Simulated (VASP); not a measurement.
A run of VASP 6.6.1 is set up as follows.

The input INCAR:

```
SYSTEM = SiGe
PREC     = Accurate       ! precision mode
ENCUT    = 520            ! plane-wave cutoff, eV
EDIFF    = 1E-6           ! SCF threshold, eV
ISMEAR   = 0              ! smearing method
SIGMA    = 0.02           ! smearing width, eV
LREAL    = .False.        ! projectors in reciprocal space
LASPH    = .True.         ! aspherical terms in the spheres
NELM     = 80             ! most SCF steps
ALGO     = Normal         ! electronic algorithm
ISIF     = 2              ! what is computed and relaxed
LWAVE    = .False.        ! write WAVECAR
LCHARG   = .False.        ! write CHGCAR
GGA      = PS             ! functional
NBANDS   = 26             ! bands
```

KPOINTS

```
regular mesh
0
Gamma
  12 12 6
  0 0 0
```

The input POSCAR:

```
SiGe
1.0
    3.9396028761      0.0000000000      0.0000000000
   -1.9698014381      3.4117961715      0.0000000000
    0.0000000000      0.0000000000      6.5078267028
Si Ge
2 2
Direct
    0.6666666667      0.3333333333      0.8746089860
    0.3333333333      0.6666666667      0.3746089860
    0.6666666667      0.3333333333      0.5003900140
    0.3333333333      0.6666666667      0.0003900140
```

Potentials or basis: VASP PAW PBE potentials, release 64 (Si, Ge_d).

Command:

```sh
$ cat potpaw_PBE.64/Si/POTCAR potpaw_PBE.64/Ge_d/POTCAR > POTCAR
$ mpirun -np 1 vasp_std > vasp.out
```

(1) Predict the pressure.

(2) Predict the band gap on the k mesh.

Answers

(1) -2.3 GPa.

(2) 0.33 eV, direct.

Caveat: the cell differs from its parent crystal (equal strain along all axes, cell held: +1.0 %, then relaxed in part); the PAW data sets were made with another functional, which shifts forces and pressure a little.
